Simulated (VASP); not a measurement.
# Te (P1) in VASP: a series of runs

Te is run at these levels: PBE; tasks: electric field gradients.

All numbers are computed with VASP 6.6.1; they aren't measurements. Logs are shortened: lines on timing, memory, paths and dates and some standing lists are left out, and cuts for length are marked.

## 1. The cell of the first run

The typed cell holds 3 atoms: a = 4.459 Å, b = 4.516 Å, c = 5.926 Å, α = 90.62°, β = 91.71°, γ = 121.27°.

## 2. Electric field gradients, PBE (equal xy, yz and zx shear strains of -3 %)

INCAR

```
SYSTEM = Te
PREC = Accurate ; ENCUT = 520
EDIFF = 1E-8 ; ISMEAR = -1
SIGMA = 0.08 ; LREAL = .FALSE.
LASPH = .TRUE. ; NELM = 60
ALGO = Normal ; ISIF = 2
LWAVE = .FALSE. ; LCHARG = .FALSE.
GGA = PE ; LEFG = .TRUE.
NBANDS = 16
```

KPOINTS

```
regular mesh
0
G
  9 9 6
  0 0 0
```

POSCAR

```
Te
1.0
    4.4579994587     -0.0668699919     -0.0668699919
   -2.2869108411      3.8941757772     -0.0244761158
   -0.0888750000     -0.0888750000      5.9250000000
Te
3
Direct
    0.7450000000      0.0000000000      0.3333333333
    0.0000000000      0.7450000000      0.6666666667
    0.2550000000      0.2550000000      0.0000000000
```

Potentials or basis: VASP PAW PBE potentials, release 64 (Te).

Run with:

```console
$ cat potpaw_PBE.64/Te/POTCAR > POTCAR
$ mpirun -np 1 vasp_std > vasp.out
```

OUTCAR:

```text
SYSTEM = Te
   PREC = Accurate
   ENCUT = 520
   EDIFF = 1E-8
   ISMEAR = -1
   LREAL = .FALSE.
   LASPH = .TRUE.
   NELM = 60
   ISIF = 2
   GGA = PE

 ion  position               nearest neighbor table
   1  0.745  0.000  0.333-   2 2.79   3 2.83   3 3.46   2 3.50   3 3.52   2 3.57
   2  0.000  0.745  0.667-   3 2.75   1 2.79   1 3.50   3 3.56   3 3.56   1 3.57
   3  0.255  0.255  0.000-   2 2.75   1 2.83   1 3.46   1 3.52   2 3.56   2 3.56

  LATTYP: Found a triclinic cell.
 ALAT       =     4.4590023958
 B/A-ratio  =     2.2082313781
 C/A-ratio  =     1.0128051678
 COS(alpha) =     0.0050507582
 COS(beta)  =     0.5191268022
 COS(gamma) =     0.6855173832

  Lattice vectors:

 A1 = (  -4.4579994587,   0.0668699919,   0.0668699919)
 A2 = (  -6.7179630763,  -3.8493107934,   6.0832160996)
 A3 = (  -2.2869108411,   3.8941757772,  -0.0244761158)

Analysis of symmetry for initial positions (statically):
=====================================================================
 Subroutine PRICEL returns:
 Original cell was already a primitive cell.

 Routine SETGRP: Setting up the symmetry group for a
 triclinic supercell.

 Subroutine GETGRP returns: Found  1 space group operations
 (whereof  1 operations were pure point group operations)
 out of a pool of  2 trial point group operations.

The static configuration has the point symmetry C_1 .

Analysis of symmetry for dynamics (positions and initial velocities):
=====================================================================
 Subroutine PRICEL returns:
 Original cell was already a primitive cell.

 Routine SETGRP: Setting up the symmetry group for a
 triclinic supercell.

 Subroutine GETGRP returns: Found  1 space group operations
 (whereof  1 operations were pure point group operations)
 out of a pool of  2 trial point group operations.

The dynamic configuration has the point symmetry C_1 .

 Subroutine INISYM returns: Found  1 space group operations
 (whereof  1 operations are pure point group operations),
 and found     1 'primitive' translations

----------------------------------------------------------------------------------------

                                     Primitive cell

  volume of cell :     101.9067

  direct lattice vectors                    reciprocal lattice vectors
     4.457999459 -0.066869992 -0.066869992     0.226391507  0.132985557  0.005390656
    -2.286910841  3.894175777 -0.024476116     0.003946234  0.259136036  0.003946234
    -0.088875000 -0.088875000  5.925000000     0.002571373  0.002571373  0.168853513

  length of vectors
     4.459002396  4.516100670  5.926332975     0.262616321  0.259196124  0.168892666

  position of ions in fractional coordinates (direct lattice)
     0.745000000  0.000000000  0.333333333
     1.000000000  0.745000000  0.666666667
     0.255000000  0.255000000  1.000000000

  ion indices of the primitive-cell ions
   primitive index   ion index
                 1           1
                 2           2
                 3           3

----------------------------------------------------------------------------------------

 KPOINTS: regular mesh

Automatic generation of k-mesh.
 Grid dimensions read from file:
 generate k-points for:    9    9    6

 Generating k-lattice:

  Cartesian coordinates                     Fractional coordinates (reciprocal lattice)
     0.025154612  0.014776173  0.000598962     0.111111111  0.000000000  0.000000000
     0.000438470  0.028792893  0.000438470    -0.000000000  0.111111111  0.000000000
     0.000428562  0.000428562  0.028142252    -0.000000000 -0.000000000  0.166666667

  Length of vectors
     0.029179591  0.028799569  0.028148778

  Shift w.r.t. Gamma in fractional coordinates (k-lattice)
     0.000000000  0.000000000  0.000000000

 Subroutine IBZKPT returns following result:
 ===========================================

 Found    244 irreducible k-points:

 Following reciprocal coordinates:
            Coordinates               Weight
  0.000000  0.000000  0.000000      1.000000
  0.111111 -0.000000  0.000000      2.000000
  0.222222 -0.000000  0.000000      2.000000
  0.333333 -0.000000 -0.000000      2.000000
  0.444444 -0.000000  0.000000      2.000000
  0.000000  0.111111  0.000000      2.000000
[... 16 lines left out ...]
 -0.111111  0.222222 -0.000000      2.000000
 -0.000000  0.333333  0.000000      2.000000
 [... further k-points ...]
   k-points           NKPTS =    244   k-points in BZ     NKDIM =    244   number of bands    NBANDS=     16
   number of dos      NEDOS =    301   number of ions     NIONS =      3
   total plane-waves  NPLWV =  62208
   dimension x,y,z NGX =    36 NGY =   36 NGZ =   48
   dimension x,y,z NGXF=    72 NGYF=   72 NGZF=   96
   ions per type =               3
   NGX,Y,Z   is equivalent  to a cutoff of  13.42, 13.25, 13.46 a.u.
   NGXF,Y,Z  is equivalent  to a cutoff of  26.84, 26.50, 26.93 a.u.
 SYSTEM =  Te
   PREC   = accura    normal or accurate (medium, high low for compatibility)
   ISTART =      0    job   : 0-new  1-cont  2-samecut
   ICHARG =      2    charge: 1-file 2-atom 10-const
   ISPIN  =      1    spin polarized calculation?
   LNONCOLLINEAR =      F non collinear calculations
   LSORBIT =      F    spin-orbit coupling
   LASPH  =      T    aspherical Exc in radial PAW
   ENCUT  =  520.0 eV  38.22 Ry    6.18 a.u.   8.29  8.40 11.02*2*pi/ulx,y,z
   NELM   =     60;   NELMIN=  2; NELMDL= -5     # of ELM steps
   EDIFF  = 0.1E-07   stopping-criterion for ELM
   LREAL  =      F    real-space projection
   EDIFFG = 0.1E-06   stopping-criterion for IOM
   NSW    =      0    number of steps for IOM
   IBRION =     -1    ionic relax: 0-MD 1-quasi-New 2-CG
   NFREE  =      0    steps in history (QN), initial steepest desc. (CG)
   ISIF   =      2    stress and relaxation
   ISYM   =      2    0-nonsym 1-usesym 2-fastsym
   POTIM  = 0.5000    time-step for ionic-motion
   TEBEG  =    0.0;   TEEND  =   0.0 temperature during run
   PSTRESS=    0.0 pullay stress
   NELECT =      18.0000    total number of electrons
   NUPDOWN=      -1.0000    fix difference up-down
   EMIN   =  10.00;   EMAX   =-10.00  energy-range for DOS
   EFERMI =   0.00;   METHOD = LEGACY
   ISMEAR =    -1;   SIGMA  =   0.08  broadening in eV -4-tet -1-fermi 0-gaus
   EFERMI_NEDOS =   21; number of points for ismear=-14 and -15
   IALGO  =     38    algorithm
   IMIX   =      4    mixing-type and parameters
     AMIX     =   0.40;   BMIX     =  1.00
     AMIX_MAG =   1.60;   BMIX_MAG =  1.00
  volume/ion in A,a.u.               =      33.97       229.23
  Fermi-wavevector in a.u.,A,eV,Ry     =   0.918540  1.735789 11.479449  0.843716
  Thomas-Fermi vector in A             =   2.043633
   LORBIT       =      0    0 simple, 1 ext, 2 COOP (PROOUT), +10 PAW based schemes
   GGA     = PE    functional components
   LHFCALC =     F    Hartree Fock is set to
   AEXX    =    0.0000 exact exchange contribution
   IVDW    =     0    specifies the selected vdW correction
   LEPSILON=     F    determine dielectric tensor
   LRPA    =     F    only Hartree local field effects (RPA)
 non-spin polarized calculation
  energy-cutoff  :      520.00
  volume of cell :      101.91
 maximum number of plane-waves:      2774
 NGX is ok and might be reduce to    36
   NGX = 17   NGY = 17   NGZ = 23

 number of electron      17.9999999 magnetization

 Free energy of the ion-electron system (eV)
  ---------------------------------------------------
  ext. energy  EPLUGINS =         0.00000000
  ---------------------------------------------------
  free energy    TOTEN  =        -9.32627666 eV

  energy without entropy =       -9.32398279  energy(sigma->0) =       -9.32512973

 E-fermi :   6.0598     XC(G=0):  -9.0399

 val. band max:        5.9153195592   @ k =   0.3333   0.3333   0.5000
 cond. band min:       6.0626578050   @ k =   0.3333   0.3333   0.5000
 fundamental gap:      0.1473382458
 Fermi energy:         6.0598342620

 k-point     1 :       0.0000    0.0000    0.0000
  band No.  band energies     occupation
      1      -7.8405      2.00000
      2      -4.4743      2.00000
      3      -4.3821      2.00000
      4       2.7434      2.00000
      5       3.0307      2.00000
      6       3.0999      2.00000
[... 8 lines left out ...]
     15      11.6872      0.00000
     16      12.2064      0.00000
[... 419 lines left out ...]
 k-point    24 :      -0.0000    0.3333    0.0000
  band No.  band energies     occupation
      1      -7.2249      2.00000
      2      -4.6892      2.00000
      3      -4.3468      2.00000
      4       0.9560      2.00000
      5       1.6426      2.00000
      6       2.4198      2.00000
[... 8 lines left out ...]
     15      12.9777      0.00000
     16      13.5233      0.00000

 [... further k-points ...]
[... 5 lines left out ...]
  --------------------------------------------------------------------------------------
  -------------------------------------------------------------------------------------
  Total        1.3295701      2.3526957      2.5869263     -0.1145746      1.0525012      0.4770893
  in kB       20.9035000     36.9890784     40.6716523     -1.8013412     16.5474226      7.5007971
  external PRESSURE =      32.8547435 kB  Pullay stress =       0.0000000 kB

 VOLUME and BASIS-vectors are now :
 -----------------------------------------------------------------------------
  energy-cutoff  :      520.00
  volume of cell :      101.91
      direct lattice vectors                 reciprocal lattice vectors
     4.457999459 -0.066869992 -0.066869992     0.226391507  0.132985557  0.005390656
    -2.286910841  3.894175777 -0.024476116     0.003946234  0.259136036  0.003946234
    -0.088875000 -0.088875000  5.925000000     0.002571373  0.002571373  0.168853513

 POSITION                                       TOTAL-FORCE (eV/Angst)
 -----------------------------------------------------------------------------------
      3.29158     -0.07944      1.92518        -0.495231      0.056082     -0.132860
     -1.76300      2.84191      3.93177         0.293626     -0.712297     -0.185736
      0.55363      0.97596     -0.02329         0.201605      0.656215      0.318596
 -----------------------------------------------------------------------------------
    total drift:                                0.000023     -0.000024     -0.000002

  FREE ENERGIE OF THE ION-ELECTRON SYSTEM (eV)
  ---------------------------------------------------
  free  energy   TOTEN  =        -9.3262766643 eV

  energy  without entropy=       -9.3239827897  energy(sigma->0) =       -9.32512973

 Electric field gradients (V/A^2)
---------------------------------------------------------------------
 ion       V_xx      V_yy      V_zz      V_xy      V_xz      V_yz
---------------------------------------------------------------------
   1     187.345  -416.396   229.050   -20.067   -11.480  -369.679
   2    -252.235    11.539   240.696  -260.039   275.373   142.846
   3    -262.440    34.781   227.659   248.894  -321.276   158.485
---------------------------------------------------------------------

 Electric field gradients after diagonalization (V/A^2)
 (convention: |V_zz| > |V_xx| > |V_yy|)
----------------------------------------------------------------------
 ion       V_xx      V_yy      V_zz     asymmetry (V_yy - V_xx)/ V_zz
----------------------------------------------------------------------
   1     397.076   188.009  -585.085       0.357
   2     366.283   169.106  -535.389       0.368
   3     390.677   174.484  -565.162       0.383
----------------------------------------------------------------------

           NMR quadrupolar parameters

 Cq : quadrupolar parameter    Cq=e*Q*V_zz/h
 eta: asymmetry parameters     (V_yy - V_xx)/ V_zz
 Q  : nuclear electric quadrupole moment in mb (millibarn)
----------------------------------------------------------------------
 ion       Cq(MHz)       eta       Q (mb)
----------------------------------------------------------------------
   1      -1.415       0.357       1.000
   2      -1.295       0.368       1.000
   3      -1.367       0.383       1.000
----------------------------------------------------------------------
```

Run time: 10 min. Hardware: 1 thread of Intel Xeon 8259CL, shared host; peak memory 0.46 GiB.

What came out:

```
Free energy                             : -9.3263 eV
Pressure                                : 3.3 GPa
Largest force                           : 0.793 eV/Å
Band gap on the k mesh                  : 0.15 eV
Largest electric field gradient by atom : Te -585.1, -535.4, -565.2 V/Å²
```

Forces on the atoms (eV/Å):
```
Te  -0.495  0.056 -0.133
Te   0.294 -0.712 -0.186
Te   0.202  0.656  0.319
```

Stress tensor (GPa, compression positive):
```
 2.09 -0.18  0.75
-0.18  3.70  1.65
 0.75  1.65  4.07
```

Levels at points of the mesh, in eV from the valence-band top:
```csv
k point,band 7,band 8,band 9,band 10,band 11,band 12
"(0.00, 0.00, 0.00)",-1.69,-1.62,-0.62,0.89,1.26,1.84
"(0.00, 0.00, 0.50)",-1.37,-1.16,-1.03,0.58,0.70,0.90
```

Electric field gradients, principal values (V/Å²):
```csv
atom,least,middle,greatest (by size)
1 Te,188.009,397.076,-585.085
2 Te,169.106,366.283,-535.389
3 Te,174.484,390.677,-565.162
```

Caveat: the cell differs from its parent crystal (equal xy, yz and zx shear strains of -3 %); the cell stands under pressure; semilocal functionals underestimate gaps, and a narrow one can read as zero; without QUAD_EFG the Cq values of the log hold for a quadrupole moment of 1 mb, not for the nuclei; spin-orbit coupling is left out, which moves the levels of the heavy elements. A k mesh can miss the band edges.

## 3. Electric field gradients, PBE (equal xy, yz and zx shear strains of -3 %)

INCAR

```
PREC = Accurate
ENCUT = 520
EDIFF = 1E-8
ISMEAR = -1
SIGMA = 0.08
LREAL = False
LASPH = True
NELM = 100
ALGO = Normal
ISIF = 2
LWAVE = False
LCHARG = False
GGA = PE
LEFG = True
NBANDS = 16
```

KPOINTS

```
Automatic mesh
0
Gamma
  9 9 6
```

POSCAR is that of step 2.

Potentials or basis: VASP PAW PBE potentials, release 64 (Te).

Run with:

```console
$ cat potpaw_PBE.64/Te/POTCAR > POTCAR
$ mpirun -np 1 vasp_std > vasp.out
```

OUTCAR:

```text
PREC = Accurate
   ENCUT = 520
   EDIFF = 1E-8
   ISMEAR = -1
   LREAL = False
   LASPH = True
   NELM = 100
   ISIF = 2
   GGA = PE

 ion  position               nearest neighbor table
   1  0.745  0.000  0.333-   2 2.79   3 2.83   3 3.46   2 3.50   3 3.52   2 3.57
   2  0.000  0.745  0.667-   3 2.75   1 2.79   1 3.50   3 3.56   3 3.56   1 3.57
   3  0.255  0.255  0.000-   2 2.75   1 2.83   1 3.46   1 3.52   2 3.56   2 3.56

  LATTYP: Found a triclinic cell.
 ALAT       =     4.4590023958
 B/A-ratio  =     2.2082313781
 C/A-ratio  =     1.0128051678
 COS(alpha) =     0.0050507582
 COS(beta)  =     0.5191268022
[... 681 lines left out ...]

 Electric field gradients (V/A^2)
---------------------------------------------------------------------
 ion       V_xx      V_yy      V_zz      V_xy      V_xz      V_yz
---------------------------------------------------------------------
   1     187.345  -416.396   229.050   -20.067   -11.480  -369.679
   2    -252.235    11.539   240.696  -260.039   275.373   142.846
   3    -262.440    34.781   227.659   248.894  -321.276   158.485
---------------------------------------------------------------------

 Electric field gradients after diagonalization (V/A^2)
 (convention: |V_zz| > |V_xx| > |V_yy|)
----------------------------------------------------------------------
 ion       V_xx      V_yy      V_zz     asymmetry (V_yy - V_xx)/ V_zz
----------------------------------------------------------------------
   1     397.076   188.009  -585.085       0.357
   2     366.283   169.106  -535.389       0.368
   3     390.677   174.484  -565.162       0.383
----------------------------------------------------------------------

           NMR quadrupolar parameters

 Cq : quadrupolar parameter    Cq=e*Q*V_zz/h
 eta: asymmetry parameters     (V_yy - V_xx)/ V_zz
 Q  : nuclear electric quadrupole moment in mb (millibarn)
----------------------------------------------------------------------
 ion       Cq(MHz)       eta       Q (mb)
----------------------------------------------------------------------
   1      -1.415       0.357       1.000
   2      -1.295       0.368       1.000
   3      -1.367       0.383       1.000
----------------------------------------------------------------------
```

stdout:

```text
POSCAR found type information on POSCAR Te
 POSCAR found :  1 types and       3 ions
 scaLAPACK will be used
 LDA part: xc-table for (Slater+PW92), standard interpolation
 POSCAR, INCAR and KPOINTS ok, starting setup
 FFT: planning ... GRIDC
 FFT: planning ... GRID_SOFT
 FFT: planning ... GRID
 WAVECAR not read
 entering main loop
ion   1
     0.0000585     0.0507129     1.4913519    -0.7272533     0.1306419    -1.4050861
     0.0000806     0.0507129     1.4913519    -0.7272533     0.1306419    -1.4050861
     0.0001110     0.0507129     1.4913519    -0.7272533     0.1306419    -1.4050861
     0.0001528     0.0507129     1.4913519    -0.7272533     0.1306419    -1.4050861

     0.0000585    18.3252219   338.1784886  -181.4213844    10.5943990  -276.2786270
     0.0000806    18.3229581   338.1379227  -181.3995104    10.5932859  -276.2455887
     0.0001110    18.3193665   338.0736338  -181.3648387    10.5915285  -276.1932294
     0.0001528    18.3136924   337.9721824  -181.3101157    10.5887661  -276.1106038
[... 12 lines left out ...]
ion   3
     0.0000585    -1.1595469    -0.4014206    -0.6833381     1.3049729     0.5679955
     0.0000806    -1.1595469    -0.4014206    -0.6833381     1.3049729     0.5679955
     0.0001110    -1.1595469    -0.4014206    -0.6833381     1.3049729     0.5679955
     0.0001528    -1.1595469    -0.4014206    -0.6833381     1.3049729     0.5679955

     0.0000585  -227.7967100  -144.7151147  -180.2825484   293.9137311   135.8775086
     0.0000806  -227.7694258  -144.6973260  -180.2607366   293.8784683   135.8610271
     0.0001110  -227.7261840  -144.6691171  -180.2261604   293.8225835   135.8348966
     0.0001528  -227.6579434  -144.6245736  -180.1715832   293.7343941   135.7936444
```

It took 11 min on 1 thread of Intel Xeon 8259CL, shared host; peak memory 0.46 GiB.

What came out:

- Free energy: -9.3263 eV
- Pressure: 3.3 GPa
- Largest force: 0.793 eV/Å
- Band gap on the k mesh: 0.15 eV
- Largest electric field gradient by atom: Te -585.1, -535.4, -565.2 V/Å²

Forces in eV/Å, atoms in the order of the input:
```
Te  -0.495  0.056 -0.133
Te   0.294 -0.712 -0.186
Te   0.202  0.656  0.319
```

Stress tensor (GPa, compression positive):
```
 2.09 -0.18  0.75
-0.18  3.70  1.65
 0.75  1.65  4.07
```

Electric field gradients, principal values (V/Å²):
| atom | least | middle | greatest (by size) |
| --- | --- | --- | --- |
| 1 Te | 188.009 | 397.076 | -585.085 |
| 2 Te | 169.106 | 366.283 | -535.389 |
| 3 Te | 174.484 | 390.677 | -565.162 |

Caveat: the cell differs from its parent crystal (equal xy, yz and zx shear strains of -3 %); the cell stands under pressure; semilocal functionals underestimate gaps, and a narrow one can read as zero; without QUAD_EFG the Cq values of the log hold for a quadrupole moment of 1 mb, not for the nuclei; spin-orbit coupling is left out, which moves the levels of the heavy elements. A k mesh can miss the band edges.

[end of part 1 of 2]

The gap in the log of VASP goes by the Fermi energy; the results here count the filled bands.